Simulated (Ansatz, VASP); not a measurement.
One calculation of As, two programs

INCAR

```
PREC     = Accurate       # precision mode
ENCUT    = 520            # plane-wave cutoff, eV
EDIFF    = 1E-6           # SCF threshold, eV
ISMEAR   = -1             # smearing method
SIGMA    = 0.05           # smearing width, eV
LREAL    = F              # projectors in reciprocal space
LASPH    = T              # aspherical terms in the spheres
NELM     = 100            # most SCF steps
ALGO     = Normal         # electronic algorithm
ISIF     = 2              # what is computed and relaxed
LWAVE    = F              # write WAVECAR
LCHARG   = F              # write CHGCAR
NBANDS   = 12             # bands
```

Contents of KPOINTS:

```
Automatic mesh
0
Gamma
  13 13 13
```

The input POSCAR:

```
As
1.0
    1.8340390190      1.0316186607      3.4561197669
   -1.9254598960      1.0692136499      3.4937147560
   -0.0131522229     -2.2054054106      3.5074754771
As
2
Direct
    0.2275400000      0.2275400000      0.2275400000
    0.7724600000      0.7724600000      0.7724600000
```

Input for Ansatz:

```yaml
crystal:
  lattice:
    - [1.834039019, 1.0316186607, 3.4561197669]
    - [-1.925459896, 1.0692136499, 3.493714756]
    - [-0.0131522229, -2.2054054106, 3.5074754771]
  atoms:
    - { symbol: As, position: [0.22754, 0.22754, 0.22754] }
    - { symbol: As, position: [0.77246, 0.77246, 0.77246] }
kpoints:
  mp_grid: { grid: [13, 13, 13] }
  band_path:
    path:
      - [0.0, 0.0, 0.0]
      - [0.0, 0.0, -0.5]
      - [0.5, 0.5, 0.5]
      - [0.0, 0.0, 0.0]
      - [0.0, -0.5, 0.0]
      - [0.5, 0.0, 0.0]
      - [0.0, 0.0, 0.0]
      - [0.5, 0.0, 0.5]
      - [0.0, -0.5, -0.5]
    npoints: 5
scf:
  occupations: { method: fermi_dirac, width: 0.05 }
hamiltonian:
  xc: lda
  pseudopotentials: { kind: all_electron, lapw: { basis_error: 0.001 } }
output:
  forces: true
  stress: true
  eigenvalues: true
```

Change from the starting cell: equal xy, yz and zx shear strains of -2 %.

Alike in both runs: task single point; functional LDA; k mesh 13 × 13 × 13; occupations fermi-dirac, width 0.05 eV; no spin polarisation.

|  | VASP | Ansatz |
| --- | --- | --- |
| version | VASP 6.6.1 | Ansatz 0.2.0 |
| potentials or method | VASP PAW LDA potentials, release 64 (As), cutoff 520 eV | all-electron LAPW, scalar-relativistic |

Ansatz gave:

```
pressure (GPa)                                                : -1.5
traceless stress, the component that is largest in VASP (GPa) : 1.51
rms of the force components (eV/Å)                            : 0.100
```

Q: Which values does VASP return?

A: Pressure (GPa): -1.1; traceless stress, the component that is largest in VASP (GPa): 1.52; rms of the force components (eV/Å): 0.123.

LDA's correlation is that of Perdew and Zunger in VASP and of Perdew and Wang (1992) in Ansatz. Atom by atom the forces differ by 0.040 eV/Å (rms over components). Ansatz ran all-electron here, and VASP with PAW potentials.
